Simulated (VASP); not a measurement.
# Ta2N (P-3m1) in VASP: further runs

The runs below take Ta2N through single point, with PBEsol.

All numbers are computed with VASP 6.6.1; they aren't measurements. Logs are shortened: lines on timing, memory, paths and dates and some standing lists are left out, and cuts for length are marked.

## 1. The cell of the first run

It takes space group P-3m1 (No. 164, trigonal). The conventional cell has a = 3.017 Å, b = 3.017 Å, c = 5.022 Å, α = 90.00°, β = 90.00°, γ = 120.00°. Within 2.9 Å of Ta (site symmetry 3m) lie 3 N at 2.16 Å. N (site symmetry -3m) has 6 Ta at 2.16 Å within 2.9 Å.

## 2. Single point, PBEsol (13.20 Å³/atom)

Input file INCAR:

```
ALGO     = Normal         # electronic algorithm
EDIFF    = 1E-6           # SCF threshold, eV
ENCUT    = 520            # plane-wave cutoff, eV
GGA      = PS             # functional
ISIF     = 2              # what is computed and relaxed
ISMEAR   = 0              # smearing method
LASPH    = T              # aspherical terms in the spheres
LCHARG   = F              # write CHGCAR
LREAL    = F              # projectors in reciprocal space
LWAVE    = F              # write WAVECAR
NBANDS   = 20             # bands
NELM     = 80             # most SCF steps
PREC     = Accurate       # precision mode
SIGMA    = 0.15           # smearing width, eV
```

Input file KPOINTS:

```
k-points
0
Gamma
  18 18 10
```

Input file POSCAR:

```
Ta2N
1.0
    3.0170046365      0.0000000000      0.0000000000
   -1.5085023182      2.6128026585      0.0000000000
    0.0000000000      0.0000000000      5.0218042174
Ta N
2 1
Direct
    0.6666666667      0.3333333333      0.7463700642
    0.3333333333      0.6666666667      0.2536299358
    0.0000000000      0.0000000000      0.0000000000
```

Potentials or basis: VASP PAW PBE potentials, release 64 (Ta_pv, N).

The run is started by

```sh
> cat potpaw_PBE.64/Ta_pv/POTCAR potpaw_PBE.64/N/POTCAR > POTCAR
> mpirun -np 1 vasp_std > vasp.out
```

OUTCAR:

```text
EDIFF = 1E-6
   ENCUT = 520
   GGA = PS
   ISIF = 2
   ISMEAR = 0
   LASPH = T
   LREAL = F
   NELM = 80
   PREC = Accurate

 ion  position               nearest neighbor table
   1  0.667  0.333  0.746-   3 2.16   3 2.16   3 2.16   2 3.03   2 3.03   2 3.03   2 3.09   2 3.09
                             2 3.09
   2  0.333  0.667  0.254-   3 2.16   3 2.16   3 2.16   1 3.03   1 3.03   1 3.03   1 3.09   1 3.09
                             1 3.09
   3  0.000  0.000  0.000-   1 2.16   2 2.16   2 2.16   1 2.16   1 2.16   2 2.16

  LATTYP: Found a hexagonal cell.
 ALAT       =     3.0170046365
 C/A-ratio  =     1.6645000000

  Lattice vectors:

 A1 = (   3.0170046365,   0.0000000000,   0.0000000000)
 A2 = (  -1.5085023182,   2.6128026585,   0.0000000000)
 A3 = (   0.0000000000,   0.0000000000,   5.0218042174)

Analysis of symmetry for initial positions (statically):
=====================================================================
 Subroutine PRICEL returns:
 Original cell was already a primitive cell.

 Routine SETGRP: Setting up the symmetry group for a
 hexagonal supercell.

 Subroutine GETGRP returns: Found 12 space group operations
 (whereof 12 operations were pure point group operations)
 out of a pool of 24 trial point group operations.

The static configuration has the point symmetry D_3d.

Analysis of symmetry for dynamics (positions and initial velocities):
=====================================================================
 Subroutine PRICEL returns:
 Original cell was already a primitive cell.

 Routine SETGRP: Setting up the symmetry group for a
 hexagonal supercell.

 Subroutine GETGRP returns: Found 12 space group operations
 (whereof 12 operations were pure point group operations)
 out of a pool of 24 trial point group operations.

The dynamic configuration has the point symmetry D_3d.

 Subroutine INISYM returns: Found 12 space group operations
 (whereof 12 operations are pure point group operations),
 and found     1 'primitive' translations

----------------------------------------------------------------------------------------

                                     Primitive cell

  volume of cell :      39.5861

  direct lattice vectors                    reciprocal lattice vectors
     3.017004636  0.000000000  0.000000000     0.331454578  0.191365390  0.000000000
    -1.508502318  2.612802659  0.000000000     0.000000000  0.382730780  0.000000000
     0.000000000  0.000000000  5.021804217     0.000000000  0.000000000  0.199131618

  length of vectors
     3.017004636  3.017004636  5.021804217     0.382730780  0.382730780  0.199131618

  position of ions in fractional coordinates (direct lattice)
     0.666666667  0.333333333  0.746370064
     0.333333333  0.666666667  0.253629936
     0.000000000  0.000000000  0.000000000

  ion indices of the primitive-cell ions
   primitive index   ion index
                 1           1
                 2           2
                 3           3

----------------------------------------------------------------------------------------

 KPOINTS: k-points

Automatic generation of k-mesh.
 Grid dimensions read from file:
 generate k-points for:   18   18   10

 Generating k-lattice:

  Cartesian coordinates                     Fractional coordinates (reciprocal lattice)
     0.018414143  0.010631411  0.000000000     0.055555556 -0.000000000  0.000000000
     0.000000000  0.021262821  0.000000000     0.000000000  0.055555556  0.000000000
     0.000000000  0.000000000  0.019913162     0.000000000  0.000000000  0.100000000

  Length of vectors
     0.021262821  0.021262821  0.019913162

  Shift w.r.t. Gamma in fractional coordinates (k-lattice)
     0.000000000  0.000000000  0.000000000

 Subroutine IBZKPT returns following result:
 ===========================================

 Found    330 irreducible k-points:

 Following reciprocal coordinates:
            Coordinates               Weight
  0.000000  0.000000  0.000000      1.000000
  0.055556  0.000000  0.000000      6.000000
  0.111111  0.000000  0.000000      6.000000
  0.166667  0.000000  0.000000      6.000000
  0.222222  0.000000  0.000000      6.000000
  0.277778  0.000000  0.000000      6.000000
[... 16 lines left out ...]
  0.333333  0.111111  0.000000     12.000000
  0.388889  0.111111  0.000000     12.000000
 [... further k-points ...]
   k-points           NKPTS =    330   k-points in BZ     NKDIM =    330   number of bands    NBANDS=     20
   number of dos      NEDOS =    301   number of ions     NIONS =      3
   total plane-waves  NPLWV =  23040
   dimension x,y,z NGX =    24 NGY =   24 NGZ =   40
   dimension x,y,z NGXF=    48 NGYF=   48 NGZF=   80
   ions per type =               2   1
   NGX,Y,Z   is equivalent  to a cutoff of  13.22, 13.22, 13.24 a.u.
   NGXF,Y,Z  is equivalent  to a cutoff of  26.45, 26.45, 26.48 a.u.
 SYSTEM =  unknown system
   PREC   = accura    normal or accurate (medium, high low for compatibility)
[... 39 lines left out ...]
   NGX = 11   NGY = 11   NGZ = 19

 number of electron      27.0000001 magnetization

 Free energy of the ion-electron system (eV)
  ---------------------------------------------------
  ext. energy  EPLUGINS =         0.00000000
  ---------------------------------------------------
  free energy    TOTEN  =       -36.43655056 eV

  energy without entropy =      -36.42300465  energy(sigma->0) =      -36.42977760

 E-fermi :   7.5452     XC(G=0): -13.1439

 val. band max:        7.5430242382   @ k =   0.1667   0.1667   0.1000
 cond. band min:       7.5526546784   @ k =   0.3333   0.2778   0.5000
 fundamental gap:      0.0096304402
 Fermi energy:         7.5452461679

 k-point     1 :       0.0000    0.0000    0.0000
  band No.  band energies     occupation
      1     -28.0466      2.00000
      2     -27.1665      2.00000
      3     -27.1665      2.00000
      4     -27.0908      2.00000
      5     -27.0685      2.00000
      6     -27.0685      2.00000
[... 12 lines left out ...]
     19       8.8305      0.00000
     20      12.6007      0.00000

 k-point     2 :       0.0556    0.0000    0.0000
  band No.  band energies     occupation
      1     -28.0363      2.00000
      2     -27.1921      2.00000
      3     -27.1747      2.00000
      4     -27.0948      2.00000
      5     -27.0915      2.00000
      6     -27.0713      2.00000
[... 12 lines left out ...]
     19       9.1505      0.00000
     20      12.6256      0.00000

 k-point     3 :       0.1111    0.0000    0.0000
  band No.  band energies     occupation
      1     -28.0062      2.00000
      2     -27.2648      2.00000
      3     -27.1975      2.00000
      4     -27.1649      2.00000
      5     -27.0993      2.00000
      6     -27.0801      2.00000
[... 12 lines left out ...]
     19       9.8298      0.00000
     20      12.5690      0.00000

 k-point     4 :       0.1667    0.0000    0.0000
  band No.  band energies     occupation
      1     -27.9584      2.00000
      2     -27.3755      2.00000
      3     -27.2699      2.00000
      4     -27.2308      2.00000
      5     -27.1125      2.00000
      6     -27.0949      2.00000
[... 12 lines left out ...]
     19      10.7535      0.00000
     20      12.3696      0.00000

 k-point     5 :       0.2222    0.0000    0.0000
  band No.  band energies     occupation
      1     -27.8971      2.00000
      2     -27.5101      2.00000
      3     -27.3935      2.00000
      4     -27.2700      2.00000
      5     -27.1324      2.00000
      6     -27.1145      2.00000
[... 12 lines left out ...]
     19      11.6508      0.00000
     20      12.1704      0.00000
[... 353 lines left out ...]
      6     -27.1659      2.00000
[... 12 lines left out ...]
     19      12.1167      0.00000
     20      12.6178      0.00000

 k-point    22 :       0.2778    0.1111    0.0000
  band No.  band energies     occupation
      1     -27.8057      2.00000
      2     -27.7018      2.00000
      3     -27.6450      2.00000
      4     -27.3732      2.00000
      5     -27.2166      2.00000
      6     -27.1996      2.00000
[... 12 lines left out ...]
     19      12.1900      0.00000
     20      13.1177      0.00000

 k-point    23 :       0.3333    0.1111    0.0000
  band No.  band energies     occupation
      1     -27.8883      2.00000
      2     -27.7259      2.00000
      3     -27.6323      2.00000
      4     -27.4169      2.00000
      5     -27.2454      2.00000
      6     -27.2317      2.00000
[... 12 lines left out ...]
     19      12.2822      0.00000
     20      13.0347      0.00000

 k-point    24 :       0.3889    0.1111    0.0000
  band No.  band energies     occupation
      1     -27.9488      2.00000
      2     -27.7679      2.00000
      3     -27.5797      2.00000
      4     -27.4451      2.00000
      5     -27.2785      2.00000
      6     -27.2489      2.00000
[... 12 lines left out ...]
     19      12.3936      0.00000
     20      12.7774      0.00000

 [... further k-points ...]

------------------------ aborting loop because EDIFF is reached ----------------------------------------

  FORCE on cell =-STRESS in cart. coord.  units (eV):
  Direction    XX          YY          ZZ          XY          YZ          ZX
  --------------------------------------------------------------------------------------
  -------------------------------------------------------------------------------------
  Total        1.2563687      1.2563687     -1.7986544      0.0000000      0.0000000      0.0000000
  in kB       50.8493411     50.8493411    -72.7974116      0.0000000      0.0000000      0.0000000
  external PRESSURE =       9.6337569 kB  Pullay stress =       0.0000000 kB

 VOLUME and BASIS-vectors are now :
 -----------------------------------------------------------------------------
  energy-cutoff  :      520.00
  volume of cell :       39.59
      direct lattice vectors                 reciprocal lattice vectors
     3.017004636  0.000000000  0.000000000     0.331454578  0.191365390  0.000000000
    -1.508502318  2.612802659  0.000000000     0.000000000  0.382730780  0.000000000
     0.000000000  0.000000000  5.021804217     0.000000000  0.000000000  0.199131618

 POSITION                                       TOTAL-FORCE (eV/Angst)
 -----------------------------------------------------------------------------------
      1.50850      0.87093      3.74812         0.000000     -0.000000     -0.508781
     -0.00000      1.74187      1.27368        -0.000000      0.000000      0.508781
      0.00000      0.00000      0.00000        -0.000000      0.000000      0.000000
 -----------------------------------------------------------------------------------
    total drift:                                0.000000     -0.000000      0.000000

  FREE ENERGIE OF THE ION-ELECTRON SYSTEM (eV)
  ---------------------------------------------------
  free  energy   TOTEN  =       -36.4365505575 eV

  energy  without entropy=      -36.4230046522  energy(sigma->0) =      -36.42977760
```

It took 3.3 min on 1 thread of Intel Xeon Platinum 8175M at 2.50GHz (Skylake/Cascade Lake), shared host; peak memory 0.35 GiB.

What came out:

- Free energy: -36.4366 eV
- Pressure: 1.0 GPa
- Largest force: 0.509 eV/Å
- Band gap on the k mesh: zero (an odd number of electrons rules out a gap without spin polarisation)

Forces in eV/Å, atoms in the order of the input:
```
Ta   0.000  0.000 -0.509
Ta   0.000  0.000  0.509
N    0.000  0.000  0.000
```

Caveat: the PAW data sets were made with another functional, which shifts forces and pressure a little; spin-orbit coupling is left out, which moves the levels of the heavy elements.

## 3. Single point, PBEsol (12.67 Å³/atom)

This run uses another cell than the first one, of 12.67 Å³/atom.

Input file INCAR:

```
SYSTEM = Ta2N
ALGO     = Normal         ! electronic algorithm
EDIFF    = 1E-6           ! SCF threshold, eV
ENCUT    = 520            ! plane-wave cutoff, eV
GGA      = PS             ! functional
ISIF     = 2              ! what is computed and relaxed
ISMEAR   = 0              ! smearing method
LASPH    = .TRUE.         ! aspherical terms in the spheres
LCHARG   = .FALSE.        ! write CHGCAR
LREAL    = .FALSE.        ! projectors in reciprocal space
LWAVE    = .FALSE.        ! write WAVECAR
NBANDS   = 20             ! bands
NELM     = 60             ! most SCF steps
PREC     = Accurate       ! precision mode
SIGMA    = 0.15           ! smearing width, eV
```

Input file KPOINTS:

```
k-points
0
G
  18 18 10
  0 0 0
```

Input file POSCAR:

```
Ta2N
1.0
    2.9170709612      0.0000000000      0.0000000000
   -1.4585354806      2.5262575570      0.0000000000
    0.0000000000      0.0000000000      5.1570897522
Ta N
2 1
Direct
    0.6666666667      0.3333333333      0.7463700642
    0.3333333333      0.6666666667      0.2536299358
    0.0000000000      0.0000000000      0.0000000000
```

Potentials or basis: VASP PAW PBE potentials, release 64 (Ta_pv, N).

The run is started by

```sh
> cat potpaw_PBE.64/Ta_pv/POTCAR potpaw_PBE.64/N/POTCAR > POTCAR
> mpirun -np 1 vasp_std > vasp.out
```

Run time: 91 s. Hardware: 1 thread of Intel Xeon 6975P-C (Granite Rapids), shared host; peak memory 0.34 GiB.

Results (log left out):

* Free energy: -36.1658 eV
* Pressure: 16.0 GPa
* Largest force: 1.276 eV/Å
* Band gap on the k mesh: zero (an odd number of electrons rules out a gap without spin polarisation)

Forces on the atoms (eV/Å):
```
Ta   0.000  0.000 -1.276
Ta   0.000  0.000  1.276
N    0.000  0.000  0.000
```

Stress tensor (GPa, compression positive):
```
25.07  0.00  0.00
 0.00 25.07  0.00
 0.00  0.00 -2.15
```

Levels at points of the mesh, in eV from the Fermi level:
```
           k point  band 9  band 10  band 11  band 12  band 13  band 14  band 15  band 16  band 17  band 18
(0.00, 0.00, 0.00)   -5.64    -5.64    -5.07    -1.68    -0.13    -0.13     0.21     1.42     1.42     1.48
(0.50, 0.00, 0.00)   -7.20    -6.14    -4.86    -2.20    -0.88     0.52     3.32     4.12     4.52     4.87
(0.00, 0.00, 0.50)   -5.75    -5.75    -3.74    -2.97    -0.61    -0.61     1.28     2.45     2.45     2.71
(0.50, 0.00, 0.50)   -7.28    -5.93    -3.89    -1.85    -1.73    -0.59     1.47     4.63     4.82     5.01
```

Caveat: the cell stands under pressure; the PAW data sets were made with another functional, which shifts forces and pressure a little; spin-orbit coupling is left out, which moves the levels of the heavy elements.

## 4. Single point, PBEsol (12.67 Å³/atom)

This run uses another cell than the first one, of 12.67 Å³/atom.

Input file INCAR:

```
SYSTEM = Ta2N
PREC = Accurate
ENCUT = 520
EDIFF = 1E-6
ISMEAR = 0
SIGMA = 0.15
LREAL = .FALSE.
LASPH = .TRUE.
NELM = 80
ALGO = Normal
ISIF = 2
LWAVE = .FALSE.
LCHARG = .FALSE.
GGA = PS
NBANDS = 20
```

Input file KPOINTS:

```
Automatic mesh
0
G
  18 18 10
  0 0 0
```

Input file POSCAR:

```
Ta2N
1.0
    3.0366929685      0.0000000000      0.0000000000
   -1.5183464843      2.6298532542      0.0000000000
    0.0000000000      0.0000000000      4.7587940514
Ta N
2 1
Direct
    0.6666666667      0.3333333333      0.7463700642
    0.3333333333      0.6666666667      0.2536299358
    0.0000000000      0.0000000000      0.0000000000
```

The run is started by

```sh
> cat potpaw_PBE.64/Ta_pv/POTCAR potpaw_PBE.64/N/POTCAR > POTCAR
> mpirun -np 1 vasp_std > vasp.out
```

It took 76 s on 1 thread of Intel Xeon 6975P-C (Granite Rapids), shared host; peak memory 0.34 GiB.

The run converged. Its results:

```yaml
Free_energy: -36.4272 eV
Pressure: 14.3 GPa
Largest_force: 0.374 eV/Å
Band_gap_on_the_k_mesh: zero (an odd number of electrons rules out a gap without spin polarisation)
```

Forces in eV/Å, atoms in the order of the input:
```
Ta   0.000  0.000 -0.374
Ta   0.000  0.000  0.374
N    0.000  0.000  0.000
```

Levels at points of the mesh, in eV from the Fermi level:
```
           k point  band 11  band 12  band 13  band 14  band 15  band 16
(0.00, 0.00, 0.00)    -4.86    -0.75    -0.27    -0.27     0.31     0.31
(0.50, 0.00, 0.00)    -4.93    -2.65    -1.28     1.97     2.13     4.10
(0.00, 0.00, 0.50)    -2.99    -2.66    -1.23    -1.23     1.96     2.33
(0.50, 0.00, 0.50)    -3.56    -2.12    -2.08    -0.21     0.85     3.64
```

Caveat: the cell stands under pressure; the PAW data sets were made with another functional, which shifts forces and pressure a little; spin-orbit coupling is left out, which moves the levels of the heavy elements.

## 5. Single point, PBEsol (12.67 Å³/atom)

This run uses another cell than the first one, of 12.67 Å³/atom.

Input file INCAR:

```
PREC = Accurate ; ENCUT = 520
EDIFF = 1E-6 ; ISMEAR = 0
SIGMA = 0.15 ; LREAL = F
LASPH = T ; NELM = 60
ALGO = Normal ; ISIF = 2
LWAVE = F ; LCHARG = T
GGA = PS ; LELF = T
LVHAR = T ; NBANDS = 20
```

Input file KPOINTS:

```
Automatic mesh
0
Gamma
  18 18 10
```

Input file POSCAR:

```
Ta2N
1.0
    3.1296251945      0.0000000000      0.0000000000
   -1.5648125973      2.7103349228      0.0000000000
    0.0000000000      0.0000000000      4.4803714285
Ta N
2 1
Direct
    0.6666666667      0.3333333333      0.7463700642
    0.3333333333      0.6666666667      0.2536299358
    0.0000000000      0.0000000000      0.0000000000
```

The run is started by

```sh
> cat potpaw_PBE.64/Ta_pv/POTCAR potpaw_PBE.64/N/POTCAR > POTCAR
> mpirun -np 1 vasp_std > vasp.out
```

Run time: 91 s. Hardware: 1 thread of Intel Xeon 6975P-C (Granite Rapids), shared host; peak memory 0.33 GiB.

The run converged. Its results:

```
Free energy            : -36.2565 eV
Pressure               : 15.2 GPa
Largest force          : 0.381 eV/Å
Band gap on the k mesh : zero (an odd number of electrons rules out a gap without spin polarisation)
```

Forces in eV/Å, atoms in the order of the input:
```
Ta   0.000  0.000  0.381
Ta   0.000  0.000 -0.381
N    0.000  0.000  0.000
```

Stress tensor (GPa, compression positive):
```
 6.89  0.00  0.00
 0.00  6.89  0.00
 0.00  0.00 31.79
```

Levels at points of the mesh, in eV from the Fermi level:
```tsv
k point	band 10	band 11	band 12	band 13	band 14	band 15	band 16	band 17
(0.00, 0.00, 0.00)	-6.68	-4.57	-0.26	-0.26	-0.16	-0.16	0.23	0.45
(0.50, 0.00, 0.00)	-6.31	-4.83	-2.78	-1.34	1.42	3.06	3.94	4.20
(0.00, 0.00, 0.50)	-6.95	-2.25	-2.06	-1.61	-1.61	2.17	2.41	2.78
(0.50, 0.00, 0.50)	-6.44	-3.10	-2.14	-2.02	0.34	0.58	2.93	3.29
```

Caveat: the cell stands under pressure; the PAW data sets were made with another functional, which shifts forces and pressure a little; spin-orbit coupling is left out, which moves the levels of the heavy elements.

## 6. Summary

```tsv
cell	gap on the mesh (eV)	pressure (GPa)	largest force (eV/Å)
a = 3.017, b = 3.017, c = 5.022 Å, angles 90.0, 90.0, 120.0°, 3 atoms	none	1.0	0.51
a = 2.917, b = 2.917, c = 5.157 Å, angles 90.0, 90.0, 120.0°, 3 atoms	none	16.0	1.28
a = 3.037, b = 3.037, c = 4.759 Å, angles 90.0, 90.0, 120.0°, 3 atoms	none	14.3	0.37
a = 3.130, b = 3.130, c = 4.480 Å, angles 90.0, 90.0, 120.0°, 3 atoms	none	15.2	0.38
```

Alike in all rows: task single point; level PBEsol; potentials or basis VASP PAW PBE potentials, release 64 (Ta_pv, N); no spin polarisation; k mesh 18 × 18 × 10; cutoff (eV) 520; smearing gaussian 0.15 eV.

Caveats: the PAW data sets were made with another functional, which shifts forces and pressure a little; spin-orbit coupling is left out, which moves the levels of the heavy elements; the cell stands under pressure (at least some runs).

Total energies depend on the potentials used, so only differences within one code and one set of settings carry meaning.
